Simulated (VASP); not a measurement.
# SiNi in VASP: settings compared

SiNi is run at these levels: r2SCAN, PBE; tasks: single point.

Program: VASP 6.6.1. These are calculated values, not measurements. Logs are shortened: lines on timing, memory, paths and dates and some standing lists are left out, and cuts for length are marked.

### Step 1. The cell of the first run

The typed cell holds 4 atoms: a = 3.484 Å, b = 3.484 Å, c = 4.545 Å, α = 90.00°, β = 90.00°, γ = 120.00°.

### Step 2. Single point, r2SCAN

File POSCAR:

```
SiNi
1.0
    3.4839890000      0.0000000000      0.0000000000
   -1.7419940000      3.0172260000      0.0000000000
    0.0000000000      0.0000000000      4.5452540000
Ni Si
2 2
Direct
    0.0000000000      0.0000000000      0.0000000000
    0.0000000000      0.0000000000      0.5000000000
    0.3333000000      0.6667000000      0.2500000000
    0.6666000000      0.3333000000      0.7500000000
```

File INCAR.step1:

```
PREC = Accurate ; ENCUT = 550
ISMEAR = -1 ; SIGMA = 0.0198
LREAL = False ; LASPH = True
NELM = 120 ; NBANDS = 22
ISYM = -1 ; GGA = PE
ALGO = Normal ; EDIFF = 1E-5
LWAVE = True ; LCHARG = False
GGA_COMPAT = False
```

File INCAR.step2:

```
PREC = Accurate ; ENCUT = 550
EDIFF = 1E-6 ; ISMEAR = -1
SIGMA = 0.0198 ; LREAL = False
LASPH = True ; NELM = 120
ALGO = Normal ; ISIF = 2
LWAVE = False ; LCHARG = False
METAGGA = R2SCAN ; LMIXTAU = True
NBANDS = 22 ; ISYM = -1
ISTART = 1 ; GGA_COMPAT = False
```

File KPOINTS:

```
explicit points
72
Reciprocal
  0.08333333   0.08333333   0.12500000 2
  0.08333333   0.08333333   0.37500000 2
  0.08333333   0.08333333   0.62500000 2
  0.08333333   0.08333333   0.87500000 2
  0.08333333   0.25000000   0.12500000 2
  0.08333333   0.25000000   0.37500000 2
  0.08333333   0.25000000   0.62500000 2
  0.08333333   0.25000000   0.87500000 2
  0.08333333   0.41666667   0.12500000 2
  0.08333333   0.41666667   0.37500000 2
  0.08333333   0.41666667   0.62500000 2
  0.08333333   0.41666667   0.87500000 2
  0.08333333   0.58333333   0.12500000 2
  0.08333333   0.58333333   0.37500000 2
  0.08333333   0.58333333   0.62500000 2
  0.08333333   0.58333333   0.87500000 2
  0.08333333   0.75000000   0.12500000 2
  0.08333333   0.75000000   0.37500000 2
  0.08333333   0.75000000   0.62500000 2
  0.08333333   0.75000000   0.87500000 2
  0.08333333   0.91666667   0.12500000 2
  0.08333333   0.91666667   0.37500000 2
  0.08333333   0.91666667   0.62500000 2
  0.08333333   0.91666667   0.87500000 2
  0.25000000   0.08333333   0.12500000 2
  0.25000000   0.08333333   0.37500000 2
  0.25000000   0.08333333   0.62500000 2
  0.25000000   0.08333333   0.87500000 2
  0.25000000   0.25000000   0.12500000 2
  0.25000000   0.25000000   0.37500000 2
  0.25000000   0.25000000   0.62500000 2
  0.25000000   0.25000000   0.87500000 2
  0.25000000   0.41666667   0.12500000 2
  0.25000000   0.41666667   0.37500000 2
  0.25000000   0.41666667   0.62500000 2
  0.25000000   0.41666667   0.87500000 2
  0.25000000   0.58333333   0.12500000 2
  0.25000000   0.58333333   0.37500000 2
  0.25000000   0.58333333   0.62500000 2
  0.25000000   0.58333333   0.87500000 2
  0.25000000   0.75000000   0.12500000 2
  0.25000000   0.75000000   0.37500000 2
  0.25000000   0.75000000   0.62500000 2
  0.25000000   0.75000000   0.87500000 2
  0.25000000   0.91666667   0.12500000 2
  0.25000000   0.91666667   0.37500000 2
  0.25000000   0.91666667   0.62500000 2
  0.25000000   0.91666667   0.87500000 2
  0.41666667   0.08333333   0.12500000 2
  0.41666667   0.08333333   0.37500000 2
  0.41666667   0.08333333   0.62500000 2
  0.41666667   0.08333333   0.87500000 2
  0.41666667   0.25000000   0.12500000 2
  0.41666667   0.25000000   0.37500000 2
  0.41666667   0.25000000   0.62500000 2
  0.41666667   0.25000000   0.87500000 2
  0.41666667   0.41666667   0.12500000 2
  0.41666667   0.41666667   0.37500000 2
  0.41666667   0.41666667   0.62500000 2
  0.41666667   0.41666667   0.87500000 2
  0.41666667   0.58333333   0.12500000 2
  0.41666667   0.58333333   0.37500000 2
  0.41666667   0.58333333   0.62500000 2
  0.41666667   0.58333333   0.87500000 2
  0.41666667   0.75000000   0.12500000 2
  0.41666667   0.75000000   0.37500000 2
  0.41666667   0.75000000   0.62500000 2
  0.41666667   0.75000000   0.87500000 2
  0.41666667   0.91666667   0.12500000 2
  0.41666667   0.91666667   0.37500000 2
  0.41666667   0.91666667   0.62500000 2
  0.41666667   0.91666667   0.87500000 2
```

Potentials or basis: VASP PAW PBE potentials, release 64 (Ni, Si).

Run with:

```console
$ cat potpaw_PBE.64/Ni/POTCAR potpaw_PBE.64/Si/POTCAR > POTCAR
$ cp INCAR.step1 INCAR
$ mpirun -np 1 vasp_std > vasp.out
$ cp INCAR.step2 INCAR
$ mpirun -np 1 vasp_std > vasp.out
```

OUTCAR:

```text
PREC = Accurate
   ENCUT = 550
   EDIFF = 1E-6
   ISMEAR = -1
   LREAL = False
   LASPH = True
   NELM = 120
   ISIF = 2
   METAGGA = R2SCAN
   ISYM = -1
   ISTART = 1

 ion  position               nearest neighbor table
   1  0.000  0.000  0.000-   2 2.27   2 2.27   3 2.31   4 2.31   4 2.31   3 2.31   3 2.31   4 2.31

   2  0.000  0.000  0.500-   1 2.27   1 2.27   3 2.31   4 2.31   4 2.31   3 2.31   3 2.31   4 2.31

   3  0.333  0.667  0.250-   1 2.31   2 2.31   1 2.31   2 2.31   1 2.31   2 2.31   4 3.03   4 3.03
                             4 3.04   4 3.04   4 3.04   4 3.04
   4  0.667  0.333  0.750-   1 2.31   2 2.31   1 2.31   2 2.31   1 2.31   2 2.31   3 3.03   3 3.03
                             3 3.04   3 3.04   3 3.04   3 3.04

IMPORTANT INFORMATION: All symmetrisations will be switched off!
NOSYMM: (Re-)initialisation of all symmetry stuff for point group C_1.

----------------------------------------------------------------------------------------

                                     Primitive cell

  volume of cell :      47.7796

  direct lattice vectors                    reciprocal lattice vectors
     3.483989000  0.000000000  0.000000000     0.287027313  0.165715083  0.000000000
    -1.741994000  3.017226000  0.000000000     0.000000000  0.331430261  0.000000000
     0.000000000  0.000000000  4.545254000     0.000000000  0.000000000  0.220009707

  length of vectors
     3.483989000  3.483991365  4.545254000     0.331430486  0.331430261  0.220009707

  position of ions in fractional coordinates (direct lattice)
     0.000000000  0.000000000  0.000000000
     0.000000000  0.000000000  0.500000000
     0.333300000  0.666700000  0.250000000
     0.666600000  0.333300000  0.750000000

  ion indices of the primitive-cell ions
   primitive index   ion index
                 1           1
                 2           2
                 3           3
                 4           4

----------------------------------------------------------------------------------------

 KPOINTS: explicit points

Read explicit list of k-points.

 Found     72 k-points:

 Following reciprocal coordinates:
            Coordinates               Weight
  0.083333  0.083333  0.125000      0.013889
  0.083333  0.083333  0.375000      0.013889
  0.083333  0.083333  0.625000      0.013889
  0.083333  0.083333  0.875000      0.013889
  0.083333  0.250000  0.125000      0.013889
  0.083333  0.250000  0.375000      0.013889
[... 16 lines left out ...]
  0.083333  0.916667  0.625000      0.013889
  0.083333  0.916667  0.875000      0.013889
 [... further k-points ...]
   k-points           NKPTS =     72   k-points in BZ     NKDIM =     72   number of bands    NBANDS=     22
   number of dos      NEDOS =    301   number of ions     NIONS =      4
   total plane-waves  NPLWV =  28224
   dimension x,y,z NGX =    28 NGY =   28 NGZ =   36
   dimension x,y,z NGXF=    56 NGYF=   56 NGZF=   72
   ions per type =               2   2
   NGX,Y,Z   is equivalent  to a cutoff of  13.36, 13.36, 13.17 a.u.
   NGXF,Y,Z  is equivalent  to a cutoff of  26.72, 26.72, 26.33 a.u.
 SYSTEM =  unknown system
   PREC   = accura    normal or accurate (medium, high low for compatibility)
   ISTART =      1    job   : 0-new  1-cont  2-samecut
   ICHARG =      0    charge: 1-file 2-atom 10-const
   ISPIN  =      1    spin polarized calculation?
   LNONCOLLINEAR =      F non collinear calculations
   LSORBIT =      F    spin-orbit coupling
   LASPH  =      T    aspherical Exc in radial PAW
   ENCUT  =  550.0 eV  40.42 Ry    6.36 a.u.   6.66  6.66  8.69*2*pi/ulx,y,z
   NELM   =    120;   NELMIN=  2; NELMDL=  0     # of ELM steps
   EDIFF  = 0.1E-05   stopping-criterion for ELM
   LREAL  =      F    real-space projection
   EDIFFG = 0.1E-04   stopping-criterion for IOM
   NSW    =      0    number of steps for IOM
   IBRION =     -1    ionic relax: 0-MD 1-quasi-New 2-CG
   NFREE  =      0    steps in history (QN), initial steepest desc. (CG)
   ISIF   =      2    stress and relaxation
   ISYM   =     -1    0-nonsym 1-usesym 2-fastsym
   POTIM  = 0.5000    time-step for ionic-motion
   TEBEG  =    0.0;   TEEND  =   0.0 temperature during run
   PSTRESS=    0.0 pullay stress
   NELECT =      28.0000    total number of electrons
   NUPDOWN=      -1.0000    fix difference up-down
   EMIN   =  10.00;   EMAX   =-10.00  energy-range for DOS
   EFERMI =   0.00;   METHOD = LEGACY
   ISMEAR =    -1;   SIGMA  =   0.02  broadening in eV -4-tet -1-fermi 0-gaus
   EFERMI_NEDOS =   21; number of points for ismear=-14 and -15
   IALGO  =     38    algorithm
   IMIX   =      4    mixing-type and parameters
     AMIX     =   0.40;   BMIX     =  1.00
     AMIX_MAG =   1.60;   BMIX_MAG =  1.00
  volume/ion in A,a.u.               =      11.94        80.61
  Fermi-wavevector in a.u.,A,eV,Ry     =   1.369977  2.588881 25.535914  1.876837
  Thomas-Fermi vector in A             =   2.495804
   LORBIT       =      0    0 simple, 1 ext, 2 COOP (PROOUT), +10 PAW based schemes
   METAGGA = R2SCAN    functional components
   LHFCALC =     F    Hartree Fock is set to
   AEXX    =    0.0000 exact exchange contribution
   IVDW    =     0    specifies the selected vdW correction
   LEPSILON=     F    determine dielectric tensor
   LRPA    =     F    only Hartree local field effects (RPA)
 non-spin polarized calculation
  energy-cutoff  :      550.00
  volume of cell :       47.78
 maximum number of plane-waves:      1419
 NGX is ok and might be reduce to    28
   NGX = 13   NGY = 13   NGZ = 17

 number of electron      28.0000010 magnetization

 Free energy of the ion-electron system (eV)
  ---------------------------------------------------
  ext. energy  EPLUGINS =         0.00000000
  ---------------------------------------------------
  free energy    TOTEN  =       -42.81850574 eV

  energy without entropy =      -42.81583286  energy(sigma->0) =      -42.81716930

 E-fermi :  10.1656     XC(G=0): -13.1175

 val. band max:       10.1499945804   @ k =   0.2500   0.7500   0.3750
 cond. band min:      10.3466113380   @ k =   0.0833   0.4167   0.6250
 fundamental gap:      0.1966167576
 Fermi energy:        10.1656209251

 k-point     1 :       0.0833    0.0833    0.1250
  band No.  band energies     occupation
      1      -2.6302      2.00000
      2       2.4819      2.00000
      3       4.8313      2.00000
      4       5.6101      2.00000
      5       5.8461      2.00000
      6       5.9875      2.00000
[... 574 lines left out ...]
      6       5.8799      2.00000
[... 14 lines left out ...]
     21      18.5467      0.00000
     22      20.1734      0.00000

 [... further k-points ...]
[... 5 lines left out ...]
  --------------------------------------------------------------------------------------
  -------------------------------------------------------------------------------------
  Total        1.7151374      1.6205886      5.7195802     -0.0784913     -0.0000045      0.0000113
  in kB       57.5130916     54.3426231    191.7926499     -2.6320225     -0.0001515      0.0003784
  external PRESSURE =     101.2161215 kB  Pullay stress =       0.0000000 kB

 VOLUME and BASIS-vectors are now :
 -----------------------------------------------------------------------------
  energy-cutoff  :      550.00
  volume of cell :       47.78
      direct lattice vectors                 reciprocal lattice vectors
     3.483989000  0.000000000  0.000000000     0.287027313  0.165715083  0.000000000
    -1.741994000  3.017226000  0.000000000     0.000000000  0.331430261  0.000000000
     0.000000000  0.000000000  4.545254000     0.000000000  0.000000000  0.220009707

 POSITION                                       TOTAL-FORCE (eV/Angst)
 -----------------------------------------------------------------------------------
      0.00000      0.00000      0.00000        -0.001735      0.000009      0.000013
      0.00000      0.00000      2.27263        -0.001734      0.000010     -0.000013
     -0.00017      2.01158      1.13631        -0.062335      0.035945      0.000103
      1.74182      1.00564      3.40894         0.065804     -0.035963     -0.000103
 -----------------------------------------------------------------------------------
    total drift:                                0.000001      0.000000     -0.000000

  FREE ENERGIE OF THE ION-ELECTRON SYSTEM (eV)
  ---------------------------------------------------
  free  energy   TOTEN  =       -42.8185057366 eV

  energy  without entropy=      -42.8158328612  energy(sigma->0) =      -42.81716930
```

Run time: 8.8 min. Hardware: 1 thread of Intel Xeon 8259CL, shared host; peak memory 0.22 GiB.

What came out:

* Free energy: -42.8185 eV
* Pressure: 10.1 GPa
* Largest force: 0.075 eV/Å
* Band gap on the k mesh: zero (bands 14 and 15 overlap by 4.39 eV)

Forces on the atoms (eV/Å):
```
Ni  -0.002  0.000  0.000
Ni  -0.002  0.000  0.000
Si  -0.062  0.036  0.000
Si   0.066 -0.036  0.000
```

Stress tensor (GPa, compression positive):
```
 5.75 -0.26  0.00
-0.26  5.43  0.00
 0.00  0.00 19.18
```

Levels at points of the mesh, in eV from the Fermi level:
| k point | band 11 | band 12 | band 13 | band 14 | band 15 | band 16 | band 17 | band 18 |
| --- | --- | --- | --- | --- | --- | --- | --- | --- |
| (0.08, 0.08, 0.12) | -1.67 | -1.64 | 0.76 | 0.76 | 1.30 | 4.44 | 5.20 | 6.35 |

Caveat: the stress differs along the axes, from 5 to 19 GPa; the PAW data sets were made with another functional, which shifts forces and pressure a little.

### Step 3. Single point, PBE

File INCAR:

```
SYSTEM = SiNi
PREC = Accurate
ENCUT = 520
EDIFF = 1E-7
ISMEAR = -1
SIGMA = 0.0198
LREAL = .FALSE.
LASPH = .TRUE.
NELM = 100
ALGO = Normal
ISIF = 2
LWAVE = .FALSE.
LCHARG = .FALSE.
GGA = PE
NBANDS = 22
```

File KPOINTS:

```
Automatic mesh
0
G
  6 6 4
  0 0 0
```

POSCAR is that of step 2.

Potentials or basis: VASP PAW PBE potentials, release 64 (Ni, Si).

Run with:

```console
$ cat potpaw_PBE.64/Ni/POTCAR potpaw_PBE.64/Si/POTCAR > POTCAR
$ mpirun -np 1 vasp_std > vasp.out
```

It took 21 s on 1 thread of Intel Xeon 6975P-C (Granite Rapids), shared host; peak memory 0.18 GiB.

It converged, with:

* Free energy: -23.1651 eV
* Pressure: 15.4 GPa
* Band gap on the k mesh: zero (bands 14 and 15 overlap by 4.50 eV)

Forces in eV/Å, atoms in the order of the input:
```
Ni  -0.002  0.000  0.000
Ni  -0.002  0.000  0.000
Si   0.002 -0.001  0.000
Si   0.002  0.001  0.000
```

Stress tensor (GPa, compression positive):
```
10.61  0.00  0.00
 0.00 10.59  0.00
 0.00  0.00 24.88
```

Levels at points of the mesh, in eV from the Fermi level:
| k point | band 12 | band 13 | band 14 | band 15 | band 16 | band 17 |
| --- | --- | --- | --- | --- | --- | --- |
| (0.00, 0.00, 0.00) | -1.44 | 0.71 | 2.11 | 2.11 | 4.62 | 4.62 |
| (0.50, 0.00, 0.00) | -1.75 | -1.72 | -1.52 | -1.46 | 1.84 | 2.59 |
| (0.00, 0.50, 0.00) | -1.75 | -1.72 | -1.52 | -1.46 | 1.84 | 2.58 |
| (0.00, 0.00, 0.50) | -2.73 | 3.04 | 3.04 | 4.36 | 4.36 | 4.36 |
| (0.50, 0.00, 0.50) | -2.28 | -2.01 | -2.01 | 1.37 | 1.37 | 4.13 |
| (0.00, 0.50, 0.50) | -2.28 | -2.01 | -2.01 | 1.37 | 1.37 | 4.13 |

Caveat: the stress differs along the axes, from 11 to 25 GPa.

The gap in the log of VASP goes by the Fermi energy; the results here count the filled bands.